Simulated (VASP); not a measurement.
# Sc4Al (I4/m) in VASP: notebook

Runs on Sc4Al. Level: PBE. Tasks: single point.

Program: VASP 6.6.1. These are calculated values, not measurements. Logs are shortened: lines on timing, memory, paths and dates and some standing lists are left out, and cuts for length are marked.

**1. The cell of the first run**

It takes space group I4/m (No. 87, tetragonal). The conventional cell has a = 7.069 Å, b = 7.069 Å, c = 4.473 Å, α = 90.00°, β = 90.00°, γ = 90.00°. Within 4.1 Å of Sc (site symmetry m) lie 9 Sc at 3.09 to 3.21 Å and 3 Al at 3.11 to 3.18 Å. Within 4.1 Å of Al (site symmetry 4/m) lie 12 Sc at 3.11 to 3.18 Å.

**2. Single point, PBE**

INCAR

```
  PREC = Accurate
  ENCUT = 520
  EDIFF = 1E-6
  ISMEAR = 0
  SIGMA = 0.1
  LREAL = F
  LASPH = T
  NELM = 100
  ALGO = Normal
  ISIF = 2
  LWAVE = F
  LCHARG = F
  GGA = PE
  NBANDS = 32
```

KPOINTS

```
regular mesh
0
Gamma
  4 4 4
```

POSCAR

```
Sc4Al
1.0
   -3.5345510000      3.5345510000      2.2365020000
    3.5345510000     -3.5345510000      2.2365020000
    3.5345510000      3.5345510000     -2.2365020000
Sc Al
4 1
Direct
    0.8008590000      0.3915540000      0.1924130000
    0.3915540000      0.1991410000      0.5906950000
    0.6084460000      0.8008590000      0.4093050000
    0.1991410000      0.6084460000      0.8075870000
    0.0000000000      0.0000000000      0.0000000000
```

Potentials or basis: VASP PAW PBE potentials, release 64 (Sc_sv, Al).

Run with:

```sh
$ cat potpaw_PBE.64/Sc_sv/POTCAR potpaw_PBE.64/Al/POTCAR > POTCAR
$ mpirun -np 1 vasp_std > vasp.out
```

OUTCAR:

```text
PREC = Accurate
   ENCUT = 520
   EDIFF = 1E-6
   ISMEAR = 0
   LREAL = F
   LASPH = T
   NELM = 100
   ISIF = 2
   GGA = PE

 ion  position               nearest neighbor table
   1  0.801  0.392  0.192-   4 3.09   4 3.09   5 3.11   5 3.18   5 3.18   2 3.18   3 3.18   3 3.18
                             2 3.18   2 3.20   3 3.20   4 3.21
   2  0.392  0.199  0.591-   3 3.09   3 3.09   5 3.11   5 3.18   5 3.18   1 3.18   4 3.18   4 3.18
                             1 3.18   4 3.20   1 3.20   3 3.21
   3  0.608  0.801  0.409-   2 3.09   2 3.09   5 3.11   5 3.18   5 3.18   4 3.18   4 3.18   1 3.18
                             1 3.18   4 3.20   1 3.20   2 3.21
   4  0.199  0.608  0.808-   1 3.09   1 3.09   5 3.11   5 3.18   5 3.18   3 3.18   3 3.18   2 3.18
                             2 3.18   2 3.20   3 3.20   1 3.21
   5  0.000  0.000  0.000-   2 3.11   1 3.11   4 3.11   3 3.11   2 3.18   3 3.18   3 3.18   4 3.18
                             1 3.18   2 3.18   4 3.18   1 3.18

  LATTYP: Found a body centered tetragonal cell.
 ALAT       =     7.0691020000
 C/A-ratio  =     0.6327542027

  Lattice vectors:

 A1 = (  -3.5345510000,   3.5345510000,   2.2365020000)
 A2 = (   3.5345510000,  -3.5345510000,   2.2365020000)
 A3 = (   3.5345510000,   3.5345510000,  -2.2365020000)

Analysis of symmetry for initial positions (statically):
=====================================================================
 Subroutine PRICEL returns:
 Original cell was already a primitive cell.

 Routine SETGRP: Setting up the symmetry group for a
 body centered tetragonal supercell.

 Subroutine GETGRP returns: Found  8 space group operations
 (whereof  8 operations were pure point group operations)
 out of a pool of 16 trial point group operations.

The static configuration has the point symmetry C_4h.

Analysis of symmetry for dynamics (positions and initial velocities):
=====================================================================
 Subroutine PRICEL returns:
 Original cell was already a primitive cell.

 Routine SETGRP: Setting up the symmetry group for a
 body centered tetragonal supercell.

 Subroutine GETGRP returns: Found  8 space group operations
 (whereof  8 operations were pure point group operations)
 out of a pool of 16 trial point group operations.

The dynamic configuration has the point symmetry C_4h.

 Subroutine INISYM returns: Found  8 space group operations
 (whereof  8 operations are pure point group operations),
 and found     1 'primitive' translations

----------------------------------------------------------------------------------------

                                     Primitive cell

  volume of cell :     111.7629

  direct lattice vectors                    reciprocal lattice vectors
    -3.534551000  3.534551000  2.236502000     0.000000000  0.141460683  0.223563404
     3.534551000 -3.534551000  2.236502000     0.141460683  0.000000000  0.223563404
     3.534551000  3.534551000 -2.236502000     0.141460683  0.141460683  0.000000000

  length of vectors
     5.476133923  5.476133923  5.476133923     0.264559484  0.264559484  0.200055617

  position of ions in fractional coordinates (direct lattice)
     0.800859000  0.391554000  0.192413000
     0.391554000  0.199141000  0.590695000
     0.608446000  0.800859000  0.409305000
     0.199141000  0.608446000  0.807587000
     0.000000000  0.000000000  0.000000000

  ion indices of the primitive-cell ions
   primitive index   ion index
                 1           1
                 2           2
                 3           3
                 4           4
                 5           5

----------------------------------------------------------------------------------------

 KPOINTS: regular mesh

Automatic generation of k-mesh.
 Grid dimensions read from file:
 generate k-points for:    4    4    4

 Generating k-lattice:

  Cartesian coordinates                     Fractional coordinates (reciprocal lattice)
     0.000000000  0.035365171  0.055890851     0.250000000  0.000000000  0.000000000
     0.035365171  0.000000000  0.055890851     0.000000000  0.250000000  0.000000000
     0.035365171  0.035365171  0.000000000     0.000000000  0.000000000  0.250000000

  Length of vectors
     0.066139871  0.066139871  0.050013904

  Shift w.r.t. Gamma in fractional coordinates (k-lattice)
     0.000000000  0.000000000  0.000000000

 Subroutine IBZKPT returns following result:
 ===========================================

 Found     14 irreducible k-points:

 Following reciprocal coordinates:
            Coordinates               Weight
  0.000000  0.000000  0.000000      1.000000
  0.250000  0.000000  0.000000      8.000000
  0.500000  0.000000  0.000000      4.000000
  0.250000  0.250000  0.000000      8.000000
  0.500000  0.250000 -0.000000      8.000000
 -0.250000  0.500000  0.000000      8.000000
 -0.250000  0.250000  0.000000      4.000000
  0.500000  0.500000  0.000000      2.000000
  0.250000  0.250000  0.250000      2.000000
 -0.250000  0.250000  0.250000      4.000000
  0.500000  0.500000  0.250000      4.000000
 -0.250000  0.500000  0.250000      8.000000
 -0.250000 -0.250000  0.250000      2.000000
  0.500000  0.500000  0.500000      1.000000
   k-points           NKPTS =     14   k-points in BZ     NKDIM =     14   number of bands    NBANDS=     32
   number of dos      NEDOS =    301   number of ions     NIONS =      5
   total plane-waves  NPLWV =  74088
   dimension x,y,z NGX =    42 NGY =   42 NGZ =   42
   dimension x,y,z NGXF=    84 NGYF=   84 NGZF=   84
   ions per type =               4   1
   NGX,Y,Z   is equivalent  to a cutoff of  12.75, 12.75, 12.75 a.u.
   NGXF,Y,Z  is equivalent  to a cutoff of  25.50, 25.50, 25.50 a.u.
 SYSTEM =  unknown system
   PREC   = accura    normal or accurate (medium, high low for compatibility)
   ISTART =      0    job   : 0-new  1-cont  2-samecut
   ICHARG =      2    charge: 1-file 2-atom 10-const
   ISPIN  =      1    spin polarized calculation?
   LNONCOLLINEAR =      F non collinear calculations
   LSORBIT =      F    spin-orbit coupling
   LASPH  =      T    aspherical Exc in radial PAW
   ENCUT  =  520.0 eV  38.22 Ry    6.18 a.u.  10.18 10.18 10.18*2*pi/ulx,y,z
   NELM   =    100;   NELMIN=  2; NELMDL= -5     # of ELM steps
   EDIFF  = 0.1E-05   stopping-criterion for ELM
   LREAL  =      F    real-space projection
   EDIFFG = 0.1E-04   stopping-criterion for IOM
   NSW    =      0    number of steps for IOM
   IBRION =     -1    ionic relax: 0-MD 1-quasi-New 2-CG
   NFREE  =      0    steps in history (QN), initial steepest desc. (CG)
   ISIF   =      2    stress and relaxation
   ISYM   =      2    0-nonsym 1-usesym 2-fastsym
   POTIM  = 0.5000    time-step for ionic-motion
   TEBEG  =    0.0;   TEEND  =   0.0 temperature during run
   PSTRESS=    0.0 pullay stress
   NELECT =      47.0000    total number of electrons
   NUPDOWN=      -1.0000    fix difference up-down
   EMIN   =  10.00;   EMAX   =-10.00  energy-range for DOS
   EFERMI =   0.00;   METHOD = LEGACY
   ISMEAR =     0;   SIGMA  =   0.10  broadening in eV -4-tet -1-fermi 0-gaus
   EFERMI_NEDOS =   21; number of points for ismear=-14 and -15
   IALGO  =     38    algorithm
   IMIX   =      4    mixing-type and parameters
     AMIX     =   0.40;   BMIX     =  1.00
     AMIX_MAG =   1.60;   BMIX_MAG =  1.00
  volume/ion in A,a.u.               =      22.35       150.84
  Fermi-wavevector in a.u.,A,eV,Ry     =   1.226521  2.317788 20.467963  1.504353
  Thomas-Fermi vector in A             =   2.361518
   LORBIT       =      0    0 simple, 1 ext, 2 COOP (PROOUT), +10 PAW based schemes
   GGA     = PE    functional components
   LHFCALC =     F    Hartree Fock is set to
   AEXX    =    0.0000 exact exchange contribution
   IVDW    =     0    specifies the selected vdW correction
   LEPSILON=     F    determine dielectric tensor
   LRPA    =     F    only Hartree local field effects (RPA)
 non-spin polarized calculation
 Gauss-broadening in eV      SIGMA  =   0.10
  energy-cutoff  :      520.00
  volume of cell :      111.76
 maximum number of plane-waves:      3045
 NGX is ok and might be reduce to    42
   NGX = 21   NGY = 21   NGZ = 21

 number of electron      47.0000000 magnetization

 Free energy of the ion-electron system (eV)
  ---------------------------------------------------
  ext. energy  EPLUGINS =         0.00000000
  ---------------------------------------------------
  free energy    TOTEN  =       -29.41379031 eV

  energy without entropy =      -29.37615772  energy(sigma->0) =      -29.39497401

 E-fermi :   4.4053     XC(G=0): -10.0429

 val. band max:        4.3655772793   @ k =   0.5000   0.5000   0.2500
 cond. band min:       4.4390488891   @ k =  -0.2500   0.5000   0.0000
 fundamental gap:      0.0734716098
 Fermi energy:         4.4053436789

 k-point     1 :       0.0000    0.0000    0.0000
  band No.  band energies     occupation
      1     -44.9165      2.00000
      2     -44.8366      2.00000
      3     -44.8248      2.00000
      4     -44.8248      2.00000
      5     -23.6994      2.00000
      6     -23.6286      2.00000
[... 24 lines left out ...]
     31       6.8039      0.00000
     32       7.1903      0.00000

 k-point     2 :       0.2500    0.0000    0.0000
  band No.  band energies     occupation
      1     -44.8985      2.00000
      2     -44.8434      2.00000
      3     -44.8318      2.00000
      4     -44.8285      2.00000
      5     -23.7352      2.00000
      6     -23.6803      2.00000
[... 24 lines left out ...]
     31       6.6657      0.00000
     32       6.8836      0.00000
[... 383 lines left out ...]
     31       6.2830      0.00000
     32       6.5306      0.00000

 k-point    14 :       0.5000    0.5000    0.5000
  band No.  band energies     occupation
      1     -44.8643      2.00000
      2     -44.8643      2.00000
      3     -44.8511      2.00000
      4     -44.8234      2.00000
      5     -23.7418      2.00000
      6     -23.6272      2.00000
[... 24 lines left out ...]
     31       6.6315      0.00000
     32       7.1648      0.00000

------------------------ aborting loop because EDIFF is reached ----------------------------------------

  FORCE on cell =-STRESS in cart. coord.  units (eV):
  Direction    XX          YY          ZZ          XY          YZ          ZX
  --------------------------------------------------------------------------------------
  -------------------------------------------------------------------------------------
  Total       -0.0205746     -0.0205746      0.0905205      0.0000003      0.0000000      0.0000000
  in kB       -0.2949468     -0.2949468      1.2976558      0.0000042      0.0000000      0.0000000
  external PRESSURE =       0.2359207 kB  Pullay stress =       0.0000000 kB

 VOLUME and BASIS-vectors are now :
 -----------------------------------------------------------------------------
  energy-cutoff  :      520.00
  volume of cell :      111.76
      direct lattice vectors                 reciprocal lattice vectors
    -3.534551000  3.534551000  2.236502000     0.000000000  0.141460683  0.223563404
     3.534551000 -3.534551000  2.236502000     0.141460683  0.000000000  0.223563404
     3.534551000  3.534551000 -2.236502000     0.141460683  0.141460683  0.000000000

 POSITION                                       TOTAL-FORCE (eV/Angst)
 -----------------------------------------------------------------------------------
     -0.76662      2.12680      2.23650        -0.000814      0.001250     -0.000000
      1.40775      2.76794     -0.00000        -0.001250     -0.000814      0.000000
      2.12680      0.76662      2.23650         0.001250      0.000814     -0.000000
      4.30117      1.40775      0.00000         0.000814     -0.001250     -0.000000
      0.00000      0.00000      0.00000         0.000000     -0.000000      0.000000
 -----------------------------------------------------------------------------------
    total drift:                                0.000000      0.000000      0.000000

  FREE ENERGIE OF THE ION-ELECTRON SYSTEM (eV)
  ---------------------------------------------------
  free  energy   TOTEN  =       -29.4137903104 eV

  energy  without entropy=      -29.3761577166  energy(sigma->0) =      -29.39497401
```

Run time: 42 s. Hardware: 1 thread of AMD EPYC 9R45 (Zen 5), shared host; peak memory 0.23 GiB.

Results:

- Free energy: -29.4138 eV
- Pressure: 0.0 GPa
- Band gap on the k mesh: zero (an odd number of electrons rules out a gap without spin polarisation)

Caveat: the k points lie up to 0.42 Å⁻¹ apart, too coarse for converged energies and pressures of a metal.

**3. Single point, PBE**

INCAR

```
PREC = Accurate ; ENCUT = 520
EDIFF = 1E-6 ; ISMEAR = 0
SIGMA = 0.1 ; LREAL = F
LASPH = T ; NELM = 100
ALGO = Fast ; ISIF = 2
LWAVE = F ; LCHARG = F
GGA = PE ; NBANDS = 32
```

KPOINTS

```
regular mesh
0
Gamma
  10 10 10
```

POSCAR is that of step 2.

Potentials or basis: VASP PAW PBE potentials, release 64 (Sc_sv, Al).

Run with:

```sh
$ cat potpaw_PBE.64/Sc_sv/POTCAR potpaw_PBE.64/Al/POTCAR > POTCAR
$ mpirun -np 1 vasp_std > vasp.out
```

OUTCAR:

```text
PREC = Accurate
   ENCUT = 520
   EDIFF = 1E-6
   ISMEAR = 0
   LREAL = F
   LASPH = T
   NELM = 100
   ISIF = 2
   GGA = PE

 ion  position               nearest neighbor table
   1  0.801  0.392  0.192-   4 3.09   4 3.09   5 3.11   5 3.18   5 3.18   2 3.18   3 3.18   3 3.18
                             2 3.18   2 3.20   3 3.20   4 3.21
   2  0.392  0.199  0.591-   3 3.09   3 3.09   5 3.11   5 3.18   5 3.18   1 3.18   4 3.18   4 3.18
                             1 3.18   4 3.20   1 3.20   3 3.21
   3  0.608  0.801  0.409-   2 3.09   2 3.09   5 3.11   5 3.18   5 3.18   4 3.18   4 3.18   1 3.18
                             1 3.18   4 3.20   1 3.20   2 3.21
   4  0.199  0.608  0.808-   1 3.09   1 3.09   5 3.11   5 3.18   5 3.18   3 3.18   3 3.18   2 3.18
                             2 3.18   2 3.20   3 3.20   1 3.21
   5  0.000  0.000  0.000-   2 3.11   1 3.11   4 3.11   3 3.11   2 3.18   3 3.18   3 3.18   4 3.18
                             1 3.18   2 3.18   4 3.18   1 3.18

  LATTYP: Found a body centered tetragonal cell.
 ALAT       =     7.0691020000
 C/A-ratio  =     0.6327542027

  Lattice vectors:

 A1 = (  -3.5345510000,   3.5345510000,   2.2365020000)
[... 180 lines left out ...]
  ---------------------------------------------------
  free energy    TOTEN  =       -29.43298065 eV

  energy without entropy =      -29.39265034  energy(sigma->0) =      -29.41281550

 E-fermi :   4.3822     XC(G=0): -10.0437

 val. band max:        4.3778488342   @ k =  -0.3000   0.3000   0.3000
 cond. band min:       4.3826198633   @ k =  -0.4000   0.5000   0.2000
 fundamental gap:      0.0047710291
 Fermi energy:         4.3822215949

 k-point     1 :       0.0000    0.0000    0.0000
  band No.  band energies     occupation
      1     -44.9300      2.00000
      2     -44.8502      2.00000
      3     -44.8384      2.00000
      4     -44.8384      2.00000
      5     -23.7124      2.00000
      6     -23.6400      2.00000
[... 829 lines left out ...]
     31       6.4771      0.00000
     32       6.5788      0.00000

 [... further k-points ...]
[... 5 lines left out ...]
  --------------------------------------------------------------------------------------
  -------------------------------------------------------------------------------------
  Total        0.0295936      0.0295936      0.0473167      0.0000003      0.0000000     -0.0000000
  in kB        0.4242383      0.4242383      0.6783090      0.0000044      0.0000000     -0.0000000
  external PRESSURE =       0.5089285 kB  Pullay stress =       0.0000000 kB

 VOLUME and BASIS-vectors are now :
 -----------------------------------------------------------------------------
  energy-cutoff  :      520.00
  volume of cell :      111.76
      direct lattice vectors                 reciprocal lattice vectors
    -3.534551000  3.534551000  2.236502000     0.000000000  0.141460683  0.223563404
     3.534551000 -3.534551000  2.236502000     0.141460683  0.000000000  0.223563404
     3.534551000  3.534551000 -2.236502000     0.141460683  0.141460683  0.000000000

 POSITION                                       TOTAL-FORCE (eV/Angst)
 -----------------------------------------------------------------------------------
     -0.76662      2.12680      2.23650         0.001456     -0.003129      0.000000
      1.40775      2.76794     -0.00000         0.003129      0.001456      0.000000
      2.12680      0.76662      2.23650        -0.003129     -0.001456     -0.000000
      4.30117      1.40775      0.00000        -0.001456      0.003129      0.000000
      0.00000      0.00000      0.00000        -0.000000     -0.000000     -0.000000
 -----------------------------------------------------------------------------------
    total drift:                                0.000000      0.000000      0.000000

  FREE ENERGIE OF THE ION-ELECTRON SYSTEM (eV)
  ---------------------------------------------------
  free  energy   TOTEN  =       -29.4329806540 eV

  energy  without entropy=      -29.3926503388  energy(sigma->0) =      -29.41281550
```

stdout:

```text
POSCAR found type information on POSCAR ScAl
 POSCAR found :  2 types and       5 ions
 scaLAPACK will be used
 LDA part: xc-table for (Slater+PW92), standard interpolation
 POSCAR, INCAR and KPOINTS ok, starting setup
 FFT: planning ... GRIDC
 FFT: planning ... GRID_SOFT
 FFT: planning ... GRID
 WAVECAR not read
 entering main loop
```

Run time: 9.9 min. Hardware: 1 thread of AMD EPYC 9R45 (Zen 5), shared host; peak memory 0.51 GiB.

Results:

* Free energy: -29.4330 eV
* Pressure: 0.1 GPa
* Largest force: 0.003 eV/Å
* Band gap on the k mesh: zero (an odd number of electrons rules out a gap without spin polarisation)

Forces on the atoms (eV/Å):
```
Sc   0.001 -0.003  0.000
Sc   0.003  0.001  0.000
Sc  -0.003 -0.001  0.000
Sc  -0.001  0.003  0.000
Al   0.000  0.000  0.000
```

**4. Single point, PBE**

This run uses another cell than the first one, of 22.51 Å³/atom.

INCAR

```
PREC = Accurate
ENCUT = 520
EDIFF = 1E-6
ISMEAR = -1
SIGMA = 0.15
LREAL = False
LASPH = True
NELM = 100
ALGO = Fast
ISIF = 2
LWAVE = False
LCHARG = False
GGA = PE
NBANDS = 32
```

KPOINTS is that of step 3.

POSCAR

```
Sc4Al
1.0
   -3.5479674424      3.5479674424      2.2354068828
    3.5479674424     -3.5479674424      2.2354068828
    3.5479674424      3.5479674424     -2.2354068828
Sc Al
4 1
Direct
    0.7998543595      0.3917417791      0.1915961386
    0.3917417791      0.2001456405      0.5918874196
    0.6082582209      0.7998543595      0.4081125804
    0.2001456405      0.6082582209      0.8084038614
    0.0000000000      0.0000000000      0.0000000000
```

Run with:

```sh
$ cat potpaw_PBE.64/Sc_sv/POTCAR potpaw_PBE.64/Al/POTCAR > POTCAR
$ mpirun -np 1 vasp_std > vasp.out
```

It took 9.2 min on 1 thread of AMD EPYC 9R45 (Zen 5), shared host; peak memory 0.51 GiB.

The run converged. Its results:

```
Free energy            : -29.6959 eV
Pressure               : 0.0 GPa
Band gap on the k mesh : zero (an odd number of electrons rules out a gap without spin polarisation)
```

Levels at points of the mesh, in eV from the Fermi level:
| k point | band 22 | band 23 | band 24 | band 25 | band 26 | band 27 |
| --- | --- | --- | --- | --- | --- | --- |
| (0.00, 0.00, 0.00) | -0.41 | -0.06 | -0.06 | 0.05 | 0.57 | 0.57 |
| (0.50, 0.00, 0.00) | -0.60 | -0.19 | 0.08 | 0.32 | 0.42 | 0.93 |
| (0.50, 0.50, 0.00) | -0.45 | -0.37 | -0.20 | 0.45 | 0.58 | 0.93 |
| (0.50, 0.50, 0.50) | -0.32 | -0.30 | 0.04 | 0.83 | 0.83 | 1.07 |

**5. Overview**

| cell | k mesh | smearing | gap on the mesh (eV) | pressure (GPa) |
| --- | --- | --- | --- | --- |
| a = 5.476 Å, angles 99.6, 99.6, 131.8°, 5 atoms, atomic positions A | 4 × 4 × 4 | gaussian 0.1 eV | none | 0.0 |
| a = 5.476 Å, angles 99.6, 99.6, 131.8°, 5 atoms, atomic positions A | 10 × 10 × 10 | gaussian 0.1 eV | none | 0.1 |
| a = 5.493 Å, angles 99.5, 99.5, 132.0°, 5 atoms, atomic positions B | 10 × 10 × 10 | fermi-dirac 0.15 eV | none | 0.0 |

Alike in all rows: task single point; level PBE; potentials or basis VASP PAW PBE potentials, release 64 (Sc_sv, Al); no spin polarisation; cutoff (eV) 520.

Caveats: some runs use coarse meshes.

Absolute energies hang on the potentials; compare differences alone.

The gap in the log of VASP goes by the Fermi energy; the results here count the filled bands.